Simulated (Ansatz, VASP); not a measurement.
## SrO in VASP and in Ansatz

Contents of INCAR:

```
  ALGO = Normal
  EDIFF = 1E-7
  ENCUT = 520
  GGA = PS
  ISIF = 2
  ISMEAR = 0
  LASPH = True
  LCHARG = False
  LREAL = False
  LWAVE = False
  NBANDS = 15
  NELM = 100
  PREC = Accurate
  SIGMA = 0.05
```

Contents of KPOINTS:

```
k-points
0
Gamma
  8 8 8
```

POSCAR

```
SrO
1.0
   -0.0256980000      2.5698000000      2.5698000000
    2.5441020000      0.0000000000      2.5441020000
    2.5698000000      2.5698000000     -0.0256980000
Sr O
1 1
Direct
    0.0000000000      0.0000000000      0.0000000000
    0.5000000000      0.5000000000      0.5000000000
```

Input for Ansatz:

```yaml
crystal:
  lattice:
    - [-0.025698, 2.5698, 2.5698]
    - [2.544102, 0.0, 2.544102]
    - [2.5698, 2.5698, -0.025698]
  atoms:
    - { symbol: Sr, position: [0.0, 0.0, 0.0] }
    - { symbol: O, position: [0.5, 0.5, 0.5] }
basis:
  ecutwfc: 420
kpoints:
  mp_grid: { grid: [8, 8, 8] }
hamiltonian:
  xc: pbesol
scf:
  occupations: { method: gaussian, width: 0.05 }
output:
  forces: true
  stress: true
  eigenvalues: true
```

Change from the starting cell: strain -0.0200 x Voigt [0, 0, 0, 0, 1, 0], atoms carried along.

Alike in both runs: task single point; functional PBEsol; k mesh 8 × 8 × 8; occupations gaussian, width 0.05 eV; no spin polarisation.

|  | VASP | Ansatz |
| --- | --- | --- |
| version | VASP 6.6.1 | Ansatz 0.2.0 |
| potentials or method | VASP PAW PBE potentials, release 64 (Sr_sv, O), cutoff 520 eV | scalar-relativistic, plane waves, PAW |
| valence electrons in the cell | 16 | 16 |

|  | VASP | Ansatz | Ansatz less VASP |
| --- | --- | --- | --- |
| gap on the k mesh at the Fermi level (eV) | 3.13 | 3.18 | +0.048 |
| least direct gap on the mesh (eV) | 3.21 | 3.25 | +0.038 |
| pressure (GPa) | -0.3 | -0.9 | -0.61 |
| traceless stress, the component that is largest in VASP (GPa) | 1.10 | 1.10 | +0.001 |

VASP's potentials were made for PBE, not for PBEsol.
